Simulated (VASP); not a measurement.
A run of VASP 6.6.1:

File INCAR:

```
  PREC = Accurate
  ENCUT = 520
  EDIFF = 1E-6
  ISMEAR = 0
  SIGMA = 0.1
  LREAL = False
  LASPH = True
  NELM = 100
  ALGO = Normal
  ISIF = 2
  LWAVE = False
  LCHARG = False
  GGA = PS
  NBANDS = 19
```

Contents of KPOINTS:

```
Automatic mesh
0
Gamma
  10 10 10
```

The input POSCAR:

```
LaTl
1.0
    3.9197721917      0.0000000000      0.0000000000
    0.0000000000      3.9197721917      0.0000000000
    0.0000000000      0.0000000000      3.9197721917
La Tl
1 1
Direct
    0.0000000000      0.0000000000      0.0000000000
    0.5000000000      0.5000000000      0.5000000000
```

Potentials or basis: VASP PAW PBE potentials, release 64 (La, Tl_d).

Launch:

```bash
$ cat potpaw_PBE.64/La/POTCAR potpaw_PBE.64/Tl_d/POTCAR > POTCAR
$ mpirun -np 1 vasp_std > vasp.out
```

Hardware: 1 thread of Intel(R) Xeon(R) 6975P-C (Granite Rapids), on a shared host.

Task: How long does it take, and how much memory?

Result: Run time: 30 s on 1 thread of Intel(R) Xeon(R) 6975P-C (Granite Rapids), with other jobs on the host, peak memory 0.23 GiB. Counts: scf iterations 14, k points 56.
